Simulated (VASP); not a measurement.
# ReS3 (Im-3m) in VASP: a series of runs

ReS3 is run at these levels: PBE; tasks: single point, relaxation of cell and atoms.

All numbers are computed with VASP 6.6.1; they aren't measurements. Logs are shortened: lines on timing, memory, paths and dates and some standing lists are left out, and cuts for length are marked.

### Step 1. The cell of the first run

It takes space group Im-3m (No. 229, cubic). The conventional cell has a = 4.923 Å, b = 4.923 Å, c = 4.923 Å, α = 90.00°, β = 90.00°, γ = 90.00°. Re (site symmetry m-3m) has 6 S at 2.46 Å within 3.2 Å. Within 3.2 Å of S (site symmetry 4/mmm) lie 2 Re at 2.46 Å and 4 S at 2.46 Å.

The cell was built from a structure type or drawn by symmetry, and may not be a known phase.

### Step 2. Single point, PBE

INCAR reads:

```
SYSTEM = ReS3
  PREC = Accurate
  ENCUT = 520
  EDIFF = 1E-6
  ISMEAR = 0
  SIGMA = 0.1
  LREAL = .False.
  LASPH = .True.
  NELM = 80
  ALGO = Normal
  ISIF = 2
  LWAVE = .False.
  LCHARG = .False.
  GGA = PE
  NBANDS = 20
```

KPOINTS reads:

```
Automatic mesh
0
Gamma
  6 6 6
  0 0 0
```

POSCAR reads:

```
ReS3
1.0
   -2.4612976612      2.4612976612      2.4612976612
    2.4612976612     -2.4612976612      2.4612976612
    2.4612976612      2.4612976612     -2.4612976612
Re S
1 3
Direct
    0.0000000000      0.0000000000      0.0000000000
    0.0000000000      0.5000000000      0.5000000000
    0.5000000000      0.0000000000      0.5000000000
    0.5000000000      0.5000000000      0.0000000000
```

Potentials or basis: VASP PAW PBE potentials, release 64 (Re, S).

Run with:

```
> cat potpaw_PBE.64/Re/POTCAR potpaw_PBE.64/S/POTCAR > POTCAR
> mpirun -np 1 vasp_std > vasp.out
```

OUTCAR:

```text
SYSTEM = ReS3
   PREC = Accurate
   ENCUT = 520
   EDIFF = 1E-6
   ISMEAR = 0
   LREAL = .False.
   LASPH = .True.
   NELM = 80
   ISIF = 2
   GGA = PE

 ion  position               nearest neighbor table
   1  0.000  0.000  0.000-   2 2.46   3 2.46   4 2.46   2 2.46   3 2.46   4 2.46
   2  0.000  0.500  0.500-   1 2.46   3 2.46   4 2.46   1 2.46   4 2.46   3 2.46
   3  0.500  0.000  0.500-   1 2.46   2 2.46   4 2.46   4 2.46   1 2.46   2 2.46
   4  0.500  0.500  0.000-   1 2.46   2 2.46   3 2.46   3 2.46   2 2.46   1 2.46

  LATTYP: Found a body centered cubic cell.
 ALAT       =     4.9225953224

  Lattice vectors:

 A1 = (  -2.4612976612,   2.4612976612,   2.4612976612)
 A2 = (   2.4612976612,  -2.4612976612,   2.4612976612)
 A3 = (   2.4612976612,   2.4612976612,  -2.4612976612)

Analysis of symmetry for initial positions (statically):
=====================================================================
 Subroutine PRICEL returns:
 Original cell was already a primitive cell.

 Routine SETGRP: Setting up the symmetry group for a
 body centered cubic supercell.

 Subroutine GETGRP returns: Found 48 space group operations
 (whereof 48 operations were pure point group operations)
 out of a pool of 48 trial point group operations.

The static configuration has the point symmetry O_h .

Analysis of symmetry for dynamics (positions and initial velocities):
=====================================================================
 Subroutine PRICEL returns:
 Original cell was already a primitive cell.

 Routine SETGRP: Setting up the symmetry group for a
 body centered cubic supercell.

 Subroutine GETGRP returns: Found 48 space group operations
 (whereof 48 operations were pure point group operations)
 out of a pool of 48 trial point group operations.

The dynamic configuration has the point symmetry O_h .

 Subroutine INISYM returns: Found 48 space group operations
 (whereof 48 operations are pure point group operations),
 and found     1 'primitive' translations

----------------------------------------------------------------------------------------

                                     Primitive cell

  volume of cell :      59.6420

  direct lattice vectors                    reciprocal lattice vectors
    -2.461297661  2.461297661  2.461297661     0.000000000  0.203144873  0.203144873
     2.461297661 -2.461297661  2.461297661     0.203144873  0.000000000  0.203144873
     2.461297661  2.461297661 -2.461297661     0.203144873  0.203144873  0.000000000

  length of vectors
     4.263092602  4.263092602  4.263092602     0.287290234  0.287290234  0.287290234

  position of ions in fractional coordinates (direct lattice)
     0.000000000  0.000000000  0.000000000
     0.000000000  0.500000000  0.500000000
     0.500000000  0.000000000  0.500000000
     0.500000000  0.500000000  0.000000000

  ion indices of the primitive-cell ions
   primitive index   ion index
                 1           1
                 2           2
                 3           3
                 4           4

----------------------------------------------------------------------------------------

 KPOINTS: Automatic mesh

Automatic generation of k-mesh.
 Grid dimensions read from file:
 generate k-points for:    6    6    6

 Generating k-lattice:

  Cartesian coordinates                     Fractional coordinates (reciprocal lattice)
     0.000000000  0.033857479  0.033857479     0.166666667  0.000000000  0.000000000
     0.033857479  0.000000000  0.033857479     0.000000000  0.166666667  0.000000000
     0.033857479  0.033857479  0.000000000     0.000000000  0.000000000  0.166666667

  Length of vectors
     0.047881706  0.047881706  0.047881706

  Shift w.r.t. Gamma in fractional coordinates (k-lattice)
     0.000000000  0.000000000  0.000000000

 Subroutine IBZKPT returns following result:
 ===========================================

 Found     16 irreducible k-points:

 Following reciprocal coordinates:
            Coordinates               Weight
  0.000000  0.000000  0.000000      1.000000
  0.166667  0.000000  0.000000     12.000000
  0.333333  0.000000  0.000000     12.000000
  0.500000  0.000000  0.000000      6.000000
  0.166667  0.166667  0.000000     24.000000
  0.333333  0.166667  0.000000     48.000000
[... 8 lines left out ...]
  0.500000  0.500000  0.333333     12.000000
  0.500000  0.500000  0.500000      1.000000
   k-points           NKPTS =     16   k-points in BZ     NKDIM =     16   number of bands    NBANDS=     20
   number of dos      NEDOS =    301   number of ions     NIONS =      4
   total plane-waves  NPLWV =  32768
   dimension x,y,z NGX =    32 NGY =   32 NGZ =   32
   dimension x,y,z NGXF=    64 NGYF=   64 NGZF=   64
   ions per type =               1   3
   NGX,Y,Z   is equivalent  to a cutoff of  12.48, 12.48, 12.48 a.u.
   NGXF,Y,Z  is equivalent  to a cutoff of  24.96, 24.96, 24.96 a.u.
 SYSTEM =  ReS3
   PREC   = accura    normal or accurate (medium, high low for compatibility)
   ISTART =      0    job   : 0-new  1-cont  2-samecut
   ICHARG =      2    charge: 1-file 2-atom 10-const
   ISPIN  =      1    spin polarized calculation?
   LNONCOLLINEAR =      F non collinear calculations
   LSORBIT =      F    spin-orbit coupling
   LASPH  =      T    aspherical Exc in radial PAW
   ENCUT  =  520.0 eV  38.22 Ry    6.18 a.u.   7.93  7.93  7.93*2*pi/ulx,y,z
   NELM   =     80;   NELMIN=  2; NELMDL= -5     # of ELM steps
   EDIFF  = 0.1E-05   stopping-criterion for ELM
   LREAL  =      F    real-space projection
   EDIFFG = 0.1E-04   stopping-criterion for IOM
   NSW    =      0    number of steps for IOM
   IBRION =     -1    ionic relax: 0-MD 1-quasi-New 2-CG
   NFREE  =      0    steps in history (QN), initial steepest desc. (CG)
   ISIF   =      2    stress and relaxation
   ISYM   =      2    0-nonsym 1-usesym 2-fastsym
   POTIM  = 0.5000    time-step for ionic-motion
   TEBEG  =    0.0;   TEEND  =   0.0 temperature during run
   PSTRESS=    0.0 pullay stress
   NELECT =      25.0000    total number of electrons
   NUPDOWN=      -1.0000    fix difference up-down
   EMIN   =  10.00;   EMAX   =-10.00  energy-range for DOS
   EFERMI =   0.00;   METHOD = LEGACY
   ISMEAR =     0;   SIGMA  =   0.10  broadening in eV -4-tet -1-fermi 0-gaus
   EFERMI_NEDOS =   21; number of points for ismear=-14 and -15
   IALGO  =     38    algorithm
   IMIX   =      4    mixing-type and parameters
     AMIX     =   0.40;   BMIX     =  1.00
     AMIX_MAG =   1.60;   BMIX_MAG =  1.00
  volume/ion in A,a.u.               =      14.91       100.62
  Fermi-wavevector in a.u.,A,eV,Ry     =   1.225192  2.315277 20.423632  1.501095
  Thomas-Fermi vector in A             =   2.360239
   LORBIT       =      0    0 simple, 1 ext, 2 COOP (PROOUT), +10 PAW based schemes
   GGA     = PE    functional components
   LHFCALC =     F    Hartree Fock is set to
   AEXX    =    0.0000 exact exchange contribution
   IVDW    =     0    specifies the selected vdW correction
   LEPSILON=     F    determine dielectric tensor
   LRPA    =     F    only Hartree local field effects (RPA)
 non-spin polarized calculation
 Gauss-broadening in eV      SIGMA  =   0.10
  energy-cutoff  :      520.00
  volume of cell :       59.64
 maximum number of plane-waves:      1638
   NGX = 15   NGY = 15   NGZ = 15

 number of electron      25.0000004 magnetization

 Free energy of the ion-electron system (eV)
  ---------------------------------------------------
  ext. energy  EPLUGINS =         0.00000000
  ---------------------------------------------------
  free energy    TOTEN  =       -22.39878265 eV

  energy without entropy =      -22.38475739  energy(sigma->0) =      -22.39177002

 E-fermi :   8.7210     XC(G=0): -11.8616

 val. band max:        8.7199349112   @ k =   0.1667   0.0000   0.0000
 cond. band min:       8.8737049303   @ k =   0.3333   0.1667   0.0000
 fundamental gap:      0.1537700191
 Fermi energy:         8.7210418836

 k-point     1 :       0.0000    0.0000    0.0000
  band No.  band energies     occupation
      1      -8.9314      2.00000
      2      -3.3266      2.00000
      3      -3.3266      2.00000
      4       1.9263      2.00000
      5       1.9263      2.00000
      6       1.9263      2.00000
[... 12 lines left out ...]
     19      15.7349      0.00000
     20      15.7349      0.00000

 k-point     2 :       0.1667    0.0000    0.0000
  band No.  band energies     occupation
      1      -8.6547      2.00000
      2      -3.9244      2.00000
      3      -3.4085      2.00000
      4       1.6138      2.00000
      5       2.3516      2.00000
      6       2.4839      2.00000
[... 12 lines left out ...]
     19      15.7185      0.00000
     20      15.8166      0.00000

 k-point     3 :       0.3333    0.0000    0.0000
  band No.  band energies     occupation
      1      -7.8792      2.00000
      2      -5.1759      2.00000
      3      -3.5395      2.00000
      4       1.1358      2.00000
      5       1.9763      2.00000
      6       3.0701      2.00000
[... 12 lines left out ...]
     19      15.1159      0.00000
     20      16.0313      0.00000

 k-point     4 :       0.5000    0.0000    0.0000
  band No.  band energies     occupation
      1      -7.0314      2.00000
      2      -6.2100      2.00000
      3      -3.5919      2.00000
      4       0.9404      2.00000
      5       1.4495      2.00000
      6       2.6946      2.00000
[... 245 lines left out ...]
 k-point    15 :       0.5000    0.5000    0.3333
  band No.  band energies     occupation
      1      -6.7738      2.00000
      2      -6.5404      2.00000
      3      -2.9644      2.00000
      4       0.4218      2.00000
      5       0.8160      2.00000
      6       1.1796      2.00000
[... 12 lines left out ...]
     19      16.1464      0.00000
     20      16.9733      0.00000

 k-point    16 :       0.5000    0.5000    0.5000
  band No.  band energies     occupation
      1      -6.6748      2.00000
      2      -6.6748      2.00000
      3      -2.4058      2.00000
      4       0.2912      2.00000
      5       0.2912      2.00000
      6       0.2912      2.00000
[... 12 lines left out ...]
     19      16.9916      0.00000
     20      16.9916      0.00000

------------------------ aborting loop because EDIFF is reached ----------------------------------------

  FORCE on cell =-STRESS in cart. coord.  units (eV):
  Direction    XX          YY          ZZ          XY          YZ          ZX
  --------------------------------------------------------------------------------------
  -------------------------------------------------------------------------------------
  Total        0.1207851      0.1207851      0.1207851      0.0000000      0.0000000     -0.0000000
  in kB        3.2446788      3.2446788      3.2446788      0.0000000      0.0000000     -0.0000000
  external PRESSURE =       3.2446788 kB  Pullay stress =       0.0000000 kB

 VOLUME and BASIS-vectors are now :
 -----------------------------------------------------------------------------
  energy-cutoff  :      520.00
  volume of cell :       59.64
      direct lattice vectors                 reciprocal lattice vectors
    -2.461297661  2.461297661  2.461297661     0.000000000  0.203144873  0.203144873
     2.461297661 -2.461297661  2.461297661     0.203144873  0.000000000  0.203144873
     2.461297661  2.461297661 -2.461297661     0.203144873  0.203144873  0.000000000

 POSITION                                       TOTAL-FORCE (eV/Angst)
 -----------------------------------------------------------------------------------
      0.00000      0.00000      0.00000        -0.000000     -0.000000     -0.000000
      2.46130      0.00000      0.00000         0.000000      0.000000     -0.000000
      0.00000      2.46130      0.00000        -0.000000     -0.000000      0.000000
      0.00000      0.00000      2.46130         0.000000     -0.000000      0.000000
 -----------------------------------------------------------------------------------
    total drift:                               -0.000000     -0.000000      0.000000

  FREE ENERGIE OF THE ION-ELECTRON SYSTEM (eV)
  ---------------------------------------------------
  free  energy   TOTEN  =       -22.3987826503 eV

  energy  without entropy=      -22.3847573925  energy(sigma->0) =      -22.39177002
```

Wall time 8.3 s (1 thread of Intel Xeon 6975P-C (Granite Rapids), shared host); peak memory 0.17 GiB.

What came out:

- Free energy: -22.3988 eV
- Pressure: 0.3 GPa
- Band gap on the k mesh: zero (an odd number of electrons rules out a gap without spin polarisation)

Caveat: spin-orbit coupling is left out, which moves the levels of the heavy elements.

[end of part 1 of 2]
